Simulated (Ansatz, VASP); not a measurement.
**Be: VASP beside Ansatz**

```
CELL_PARAMETERS angstrom
3.74681 -0.03747 -0.03747
-0.03747 3.74681 -0.03747
-0.02281 -0.02281 2.28128
ATOMIC_POSITIONS crystal
Be 0.29741 0.29741 0.00000
Be 0.70259 0.70259 0.00000
Be 0.20259 0.79741 0.50000
Be 0.79741 0.20259 0.50000
```

Change from the starting cell: equal xy, yz and zx shear strains of -2 %, PAW files.

Alike in both runs: task electric field gradients; functional PBEsol; k mesh 9 × 9 × 14; occupations fermi-dirac, width 0.05 eV; no spin polarisation.

|  | VASP | Ansatz |
| --- | --- | --- |
| version | VASP 6.6.1 | Ansatz 0.2.0 |
| potentials or method | VASP PAW PBE potentials, release 64 (Be) | PAW with Ansatz's default frozen-core files, scalar-relativistic |
| plane-wave cutoff (eV) | 520 | 420 |
| valence electrons in the cell | 8 | 8 |

|  | VASP | Ansatz | Ansatz less VASP |
| --- | --- | --- | --- |
| pressure (GPa) | -0.6 | -1.0 | -0.36 |
| traceless stress, the component that is largest in VASP (GPa) | 3.30 | 3.29 | -0.007 |
| rms of the force components (eV/Å) | 0.035 | 0.035 | -0.0003 |
| size of Vzz on the site where it differs most (V/Å²) | 1.9 | 1.6 | -0.33 |

VASP's potentials were made for PBE, not for PBEsol. Atom by atom the forces differ by 0.002 eV/Å (rms over components).
